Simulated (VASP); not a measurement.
Here is a VASP 6.6.1 calculation.

Contents of INCAR:

```
SYSTEM = ScS6
ALGO     = Normal         ! electronic algorithm
EDIFF    = 1E-6           ! SCF threshold, eV
ENCUT    = 500            ! plane-wave cutoff, eV
GGA      = PE             ! functional
GGA_COMPAT= .FALSE.      
ISIF     = 2              ! what is computed and relaxed
ISMEAR   = 0              ! smearing method
ISPIN    = 2              ! spin polarisation
LASPH    = .TRUE.         ! aspherical terms in the spheres
LCHARG   = .FALSE.        ! write CHGCAR
LMAXMIX  = 4              ! l up to which the mixer works
LORBIT   = 11             ! projections on sites
LREAL    = .FALSE.        ! projectors in reciprocal space
LWAVE    = .FALSE.        ! write WAVECAR
MAGMOM   = 1 0 0 0 0 0 0  ! initial moments
NBANDS   = 36             ! bands
NELM     = 200            ! most SCF steps
PREC     = Accurate       ! precision mode
SIGMA    = 0.1            ! smearing width, eV
```

File KPOINTS:

```
k-points
0
G
  4 4 4
  0 0 0
```

POSCAR

```
ScS6
1.0
    0.0000000000      4.3891435270      4.3891435270
    4.3891435270      0.0000000000      4.3891435270
    4.3891435270      4.3891435270      0.0000000000
Sc S
1 6
Direct
    0.0000000000      0.0000000000      0.0000000000
    0.7153330308      0.2846669692      0.2846669692
    0.2846669692      0.7153330308      0.7153330308
    0.2846669692      0.7153330308      0.2846669692
    0.7153330308      0.2846669692      0.7153330308
    0.2846669692      0.2846669692      0.7153330308
    0.7153330308      0.7153330308      0.2846669692
```

Potentials or basis: VASP PAW PBE potentials, release 64 (Sc_sv, S).

The run is started by

```sh
$ cat potpaw_PBE.64/Sc_sv/POTCAR potpaw_PBE.64/S/POTCAR > POTCAR
$ mpirun -np 1 vasp_std > vasp.out
```

Predict the net moment.

0.00 μB per cell.

Predict the pressure.

-0.1 GPa.

What does it give for the largest force?

0.014 eV/Å.

Forces on the atoms (eV/Å):
```
Sc   0.000  0.000  0.000
S    0.014  0.000  0.000
S   -0.014  0.000  0.000
S    0.000  0.014  0.000
S    0.000 -0.014  0.000
S    0.000  0.000  0.014
S    0.000  0.000 -0.014
```

Caveat: the cell differs from its parent crystal (atoms taken out).
